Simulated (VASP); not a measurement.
# MgH2Ir2 (P-3m1) in VASP: notebook

Runs on MgH2Ir2. Level: PBE. Tasks: single point, relaxation of cell and atoms.

All numbers are computed with VASP 6.6.1; they aren't measurements. Logs are shortened: lines on timing, memory, paths and dates and some standing lists are left out, and cuts for length are marked.

## Step 1: The cell of the first run

It takes space group P-3m1 (No. 164, trigonal). The conventional cell has a = 2.874 Å, b = 2.874 Å, c = 8.123 Å, α = 90.00°, β = 90.00°, γ = 120.00°. Within 3.4 Å of Mg (site symmetry -3m) lie 6 H at 2.58 Å and 2 Ir at 2.72 Å and 6 Mg at 2.87 Å. Within 2.4 Å of H (site symmetry 3m) lie 3 Ir at 1.82 Å. Ir (site symmetry 3m) has 3 H at 1.82 Å within 2.4 Å.

The cell was generated, and may not be a known phase.

## Step 2: Single point, PBE

Input file INCAR:

```
SYSTEM = MgH2Ir2
PREC     = Accurate       ! precision mode
ENCUT    = 520            ! plane-wave cutoff, eV
EDIFF    = 1E-7           ! SCF threshold, eV
ISMEAR   = 0              ! smearing method
SIGMA    = 0.1            ! smearing width, eV
LREAL    = .FALSE.        ! projectors in reciprocal space
LASPH    = .TRUE.         ! aspherical terms in the spheres
NELM     = 60             ! most SCF steps
ALGO     = Normal         ! electronic algorithm
ISIF     = 2              ! what is computed and relaxed
LWAVE    = .FALSE.        ! write WAVECAR
LCHARG   = .TRUE.         ! write CHGCAR
GGA      = PE             ! functional
LELF     = .TRUE.         ! ELF
LVHAR    = .TRUE.       
NBANDS   = 19             ! bands
```

Input file KPOINTS:

```
Automatic mesh
0
G
  6 6 4
  0 0 0
```

Input file POSCAR:

```
MgH2Ir2
1.0
    2.8738224412     -0.0000000023      0.0000000000
   -1.4369112186      2.4888032412      0.0000000000
    0.0000000000      0.0000000000      8.1229497374
Mg H Ir
1 2 2
Direct
    0.0000000000      0.0000000000      0.0000000000
    0.3333333333      0.6666666667      0.2439988656
    0.6666666667      0.3333333333      0.7560011344
    0.0000000000      0.0000000000      0.3350700716
    0.0000000000      0.0000000000      0.6649299284
```

Potentials or basis: VASP PAW PBE potentials, release 64 (Mg, H, Ir).

Launch:

```bash
$ cat potpaw_PBE.64/Mg/POTCAR potpaw_PBE.64/H/POTCAR potpaw_PBE.64/Ir/POTCAR > POTCAR
$ mpirun -np 1 vasp_std > vasp.out
```

OUTCAR:

```text
SYSTEM = MgH2Ir2
   PREC = Accurate
   ENCUT = 520
   EDIFF = 1E-7
   ISMEAR = 0
   LREAL = .FALSE.
   LASPH = .TRUE.
   NELM = 60
   ISIF = 2
   GGA = PE

 ion  position               nearest neighbor table
   1  0.000  0.000  0.000-   4 2.72   5 2.72
   2  0.333  0.667  0.244-   4 1.82   4 1.82   4 1.82
   3  0.667  0.333  0.756-   5 1.82   5 1.82   5 1.82
   4  0.000  0.000  0.335-   2 1.82   2 1.82   2 1.82   5 2.68   1 2.72
   5  0.000  0.000  0.665-   3 1.82   3 1.82   3 1.82   4 2.68   1 2.72

  LATTYP: Found a hexagonal cell.
 ALAT       =     2.8738224412
 C/A-ratio  =     2.8265315285

  Lattice vectors:

 A1 = (   2.8738224412,  -0.0000000023,   0.0000000000)
 A2 = (  -1.4369112186,   2.4888032412,   0.0000000000)
 A3 = (   0.0000000000,   0.0000000000,   8.1229497374)

Analysis of symmetry for initial positions (statically):
=====================================================================
 Subroutine PRICEL returns:
 Original cell was already a primitive cell.

 Routine SETGRP: Setting up the symmetry group for a
 hexagonal supercell.

 Subroutine GETGRP returns: Found 12 space group operations
 (whereof 12 operations were pure point group operations)
 out of a pool of 24 trial point group operations.

The static configuration has the point symmetry D_3d.

Analysis of symmetry for dynamics (positions and initial velocities):
=====================================================================
 Subroutine PRICEL returns:
 Original cell was already a primitive cell.

 Routine SETGRP: Setting up the symmetry group for a
 hexagonal supercell.

 Subroutine GETGRP returns: Found 12 space group operations
 (whereof 12 operations were pure point group operations)
 out of a pool of 24 trial point group operations.

The dynamic configuration has the point symmetry D_3d.

 Subroutine INISYM returns: Found 12 space group operations
 (whereof 12 operations are pure point group operations),
 and found     1 'primitive' translations

----------------------------------------------------------------------------------------

                                     Primitive cell

  volume of cell :      58.0984

  direct lattice vectors                    reciprocal lattice vectors
     2.873822441 -0.000000002  0.000000000     0.347968610  0.200899770  0.000000000
    -1.436911219  2.488803241  0.000000000     0.000000000  0.401799541  0.000000000
     0.000000000  0.000000000  8.122949737     0.000000000  0.000000000  0.123107988

  length of vectors
     2.873822441  2.873822441  8.122949737     0.401799541  0.401799541  0.123107988

  position of ions in fractional coordinates (direct lattice)
     0.000000000  0.000000000  0.000000000
     0.333333333  0.666666667  0.243998866
     0.666666667  0.333333333  0.756001134
     0.000000000  0.000000000  0.335070072
     0.000000000  0.000000000  0.664929928

  ion indices of the primitive-cell ions
   primitive index   ion index
                 1           1
                 2           2
                 3           3
                 4           4
                 5           5

----------------------------------------------------------------------------------------

 KPOINTS: Automatic mesh

Automatic generation of k-mesh.
 Grid dimensions read from file:
 generate k-points for:    6    6    4

 Generating k-lattice:

  Cartesian coordinates                     Fractional coordinates (reciprocal lattice)
     0.057994768  0.033483295  0.000000000     0.166666667 -0.000000000  0.000000000
     0.000000000  0.066966590  0.000000000     0.000000000  0.166666667  0.000000000
     0.000000000  0.000000000  0.030776997     0.000000000  0.000000000  0.250000000

  Length of vectors
     0.066966590  0.066966590  0.030776997

  Shift w.r.t. Gamma in fractional coordinates (k-lattice)
     0.000000000  0.000000000  0.000000000

 Subroutine IBZKPT returns following result:
 ===========================================

 Found     24 irreducible k-points:

 Following reciprocal coordinates:
            Coordinates               Weight
  0.000000  0.000000  0.000000      1.000000
  0.166667  0.000000  0.000000      6.000000
  0.333333  0.000000  0.000000      6.000000
  0.500000 -0.000000  0.000000      3.000000
  0.166667  0.166667  0.000000      6.000000
  0.333333  0.166667  0.000000     12.000000
[... 16 lines left out ...]
  0.333333  0.166667  0.500000     12.000000
  0.333333  0.333333  0.500000      2.000000
   k-points           NKPTS =     24   k-points in BZ     NKDIM =     24   number of bands    NBANDS=     19
   number of dos      NEDOS =    301   number of ions     NIONS =      5
   total plane-waves  NPLWV =  34560
   dimension x,y,z NGX =    24 NGY =   24 NGZ =   60
   dimension x,y,z NGXF=    48 NGYF=   48 NGZF=  120
   ions per type =               1   2   2
   NGX,Y,Z   is equivalent  to a cutoff of  13.88, 13.88, 12.28 a.u.
   NGXF,Y,Z  is equivalent  to a cutoff of  27.77, 27.77, 24.56 a.u.
 SYSTEM =  MgH2Ir2
   PREC   = accura    normal or accurate (medium, high low for compatibility)
   ISTART =      0    job   : 0-new  1-cont  2-samecut
   ICHARG =      2    charge: 1-file 2-atom 10-const
   ISPIN  =      1    spin polarized calculation?
   LNONCOLLINEAR =      F non collinear calculations
   LSORBIT =      F    spin-orbit coupling
   LASPH  =      T    aspherical Exc in radial PAW
   ENCUT  =  520.0 eV  38.22 Ry    6.18 a.u.   5.34  5.34 15.10*2*pi/ulx,y,z
   NELM   =     60;   NELMIN=  2; NELMDL= -5     # of ELM steps
   EDIFF  = 0.1E-06   stopping-criterion for ELM
   LREAL  =      F    real-space projection
   EDIFFG = 0.1E-05   stopping-criterion for IOM
   NSW    =      0    number of steps for IOM
   IBRION =     -1    ionic relax: 0-MD 1-quasi-New 2-CG
   NFREE  =      0    steps in history (QN), initial steepest desc. (CG)
   ISIF   =      2    stress and relaxation
   ISYM   =      2    0-nonsym 1-usesym 2-fastsym
   POTIM  = 0.5000    time-step for ionic-motion
   TEBEG  =    0.0;   TEEND  =   0.0 temperature during run
   PSTRESS=    0.0 pullay stress
   NELECT =      22.0000    total number of electrons
   NUPDOWN=      -1.0000    fix difference up-down
   EMIN   =  10.00;   EMAX   =-10.00  energy-range for DOS
   EFERMI =   0.00;   METHOD = LEGACY
   ISMEAR =     0;   SIGMA  =   0.10  broadening in eV -4-tet -1-fermi 0-gaus
   EFERMI_NEDOS =   21; number of points for ismear=-14 and -15
   IALGO  =     38    algorithm
   IMIX   =      4    mixing-type and parameters
     AMIX     =   0.40;   BMIX     =  1.00
     AMIX_MAG =   1.60;   BMIX_MAG =  1.00
  volume/ion in A,a.u.               =      11.62        78.41
  Fermi-wavevector in a.u.,A,eV,Ry     =   1.184389  2.238170 19.085939  1.402777
  Thomas-Fermi vector in A             =   2.320604
   LORBIT       =      0    0 simple, 1 ext, 2 COOP (PROOUT), +10 PAW based schemes
   GGA     = PE    functional components
   LHFCALC =     F    Hartree Fock is set to
   AEXX    =    0.0000 exact exchange contribution
   IVDW    =     0    specifies the selected vdW correction
   LEPSILON=     F    determine dielectric tensor
   LRPA    =     F    only Hartree local field effects (RPA)
 non-spin polarized calculation
 Gauss-broadening in eV      SIGMA  =   0.10
  energy-cutoff  :      520.00
  volume of cell :       58.10
 maximum number of plane-waves:      1615
 NGX is ok and might be reduce to    24
   NGX = 11   NGY = 11   NGZ = 31

 number of electron      21.9999999 magnetization

 Free energy of the ion-electron system (eV)
  ---------------------------------------------------
  ext. energy  EPLUGINS =         0.00000000
  ---------------------------------------------------
  free energy    TOTEN  =       -24.16373831 eV

  energy without entropy =      -24.14091169  energy(sigma->0) =      -24.15232500

 E-fermi :   5.7485     XC(G=0): -11.4118

 val. band max:        5.6372947211   @ k =   0.1667   0.1667   0.5000
 cond. band min:       5.7487922323   @ k =   0.1667   0.1667   0.0000
 fundamental gap:      0.1114975111
 Fermi energy:         5.7485088024

 k-point     1 :       0.0000    0.0000    0.0000
  band No.  band energies     occupation
      1      -4.7592      2.00000
      2      -3.9319      2.00000
      3      -0.2789      2.00000
      4       1.9369      2.00000
      5       2.2705      2.00000
      6       3.0168      2.00000
[... 11 lines left out ...]
     18      19.2687      0.00000
     19      19.9577      0.00000

 k-point     2 :       0.1667    0.0000    0.0000
  band No.  band energies     occupation
      1      -4.0241      2.00000
      2      -3.2820      2.00000
      3       0.3152      2.00000
      4       1.6161      2.00000
      5       2.3677      2.00000
      6       2.5263      2.00000
[... 11 lines left out ...]
     18      16.3431      0.00000
     19      18.3857      0.00000

 k-point     3 :       0.3333    0.0000    0.0000
  band No.  band energies     occupation
      1      -2.6068      2.00000
      2      -2.2404      2.00000
      3       0.9229      2.00000
      4       1.2447      2.00000
      5       1.9091      2.00000
      6       2.8396      2.00000
[... 11 lines left out ...]
     18      14.4170      0.00000
     19      16.2082      0.00000

 k-point     4 :       0.5000   -0.0000    0.0000
  band No.  band energies     occupation
      1      -2.1314      2.00000
      2      -2.0374      2.00000
      3       0.9119      2.00000
      4       1.4399      2.00000
      5       2.1678      2.00000
      6       3.5021      2.00000
[... 407 lines left out ...]
     18      14.8532      0.00000
     19      14.9363      0.00000

 k-point    23 :       0.3333    0.1667    0.5000
  band No.  band energies     occupation
      1      -1.8836      2.00000
      2      -1.7770      2.00000
      3       1.3284      2.00000
      4       1.7380      2.00000
      5       2.2466      2.00000
      6       2.8961      2.00000
[... 11 lines left out ...]
     18      13.7246      0.00000
     19      14.6137      0.00000

 k-point    24 :       0.3333    0.3333    0.5000
  band No.  band energies     occupation
      1      -1.4575      2.00000
      2      -1.4575      2.00000
      3       2.1487      2.00000
      4       2.1487      2.00000
      5       2.5429      2.00000
      6       2.7279      2.00000
[... 11 lines left out ...]
     18      13.2118      0.00000
     19      13.2118      0.00000

------------------------ aborting loop because EDIFF is reached ----------------------------------------

  FORCE on cell =-STRESS in cart. coord.  units (eV):
  Direction    XX          YY          ZZ          XY          YZ          ZX
  --------------------------------------------------------------------------------------
  -------------------------------------------------------------------------------------
  Total        0.0839339      0.0839339      0.0594094      0.0000000      0.0000000     -0.0000000
  in kB        2.3146403      2.3146403      1.6383307      0.0000000      0.0000000     -0.0000000
  external PRESSURE =       2.0892038 kB  Pullay stress =       0.0000000 kB

 VOLUME and BASIS-vectors are now :
 -----------------------------------------------------------------------------
  energy-cutoff  :      520.00
  volume of cell :       58.10
      direct lattice vectors                 reciprocal lattice vectors
     2.873822441 -0.000000002  0.000000000     0.347968610  0.200899770  0.000000000
    -1.436911219  2.488803241  0.000000000     0.000000000  0.401799541  0.000000000
     0.000000000  0.000000000  8.122949737     0.000000000  0.000000000  0.123107988

 POSITION                                       TOTAL-FORCE (eV/Angst)
 -----------------------------------------------------------------------------------
      0.00000      0.00000      0.00000        -0.000000     -0.000000      0.000000
      0.00000      1.65920      1.98199         0.000000      0.000000     -0.022748
      1.43691      0.82960      6.14096        -0.000000     -0.000000      0.022748
      0.00000      0.00000      2.72176        -0.000000     -0.000000      0.012646
      0.00000      0.00000      5.40119         0.000000      0.000000     -0.012646
 -----------------------------------------------------------------------------------
    total drift:                                0.000000      0.000000     -0.000000

  FREE ENERGIE OF THE ION-ELECTRON SYSTEM (eV)
  ---------------------------------------------------
  free  energy   TOTEN  =       -24.1637383097 eV

  energy  without entropy=      -24.1409116943  energy(sigma->0) =      -24.15232500
```

Wall time 46 s (1 thread of Oxide Virtual Turin-like, shared host); peak memory 0.16 GiB.

Results:

- Free energy: -24.1637 eV
- Pressure: 0.2 GPa
- Largest force: 0.023 eV/Å
- Band gap on the k mesh: zero (bands 11 and 12 overlap by 2.13 eV)

Forces on the atoms (eV/Å):
```
Mg   0.000  0.000  0.000
H    0.000  0.000 -0.023
H    0.000  0.000  0.023
Ir   0.000  0.000  0.013
Ir   0.000  0.000 -0.013
```

Levels at points of the mesh, in eV from the Fermi level:
| k point | band 7 | band 8 | band 9 | band 10 | band 11 | band 12 | band 13 | band 14 | band 15 | band 16 |
| --- | --- | --- | --- | --- | --- | --- | --- | --- | --- | --- |
| (0.00, 0.00, 0.00) | -2.73 | -2.51 | -2.51 | -0.82 | -0.82 | 0.19 | 0.19 | 0.35 | 6.08 | 7.15 |
| (0.50, 0.00, 0.00) | -1.63 | -0.74 | -0.50 | 0.42 | 0.93 | 1.02 | 1.08 | 1.32 | 3.77 | 4.70 |
| (0.00, 0.00, 0.50) | -2.73 | -2.51 | -2.51 | -0.82 | -0.82 | 0.04 | 0.19 | 0.19 | 6.52 | 6.74 |
| (0.50, 0.00, 0.50) | -1.62 | -1.51 | -0.51 | 0.27 | 0.93 | 1.02 | 1.46 | 2.29 | 3.40 | 4.79 |

Caveat: the k points lie up to 0.42 Å⁻¹ apart, too coarse for converged energies and pressures of a metal; spin-orbit coupling is left out, which moves the levels of the heavy elements.

(Part 1 of 2 ends here.)

The gap in the log of VASP goes by the Fermi energy; the results here count the filled bands.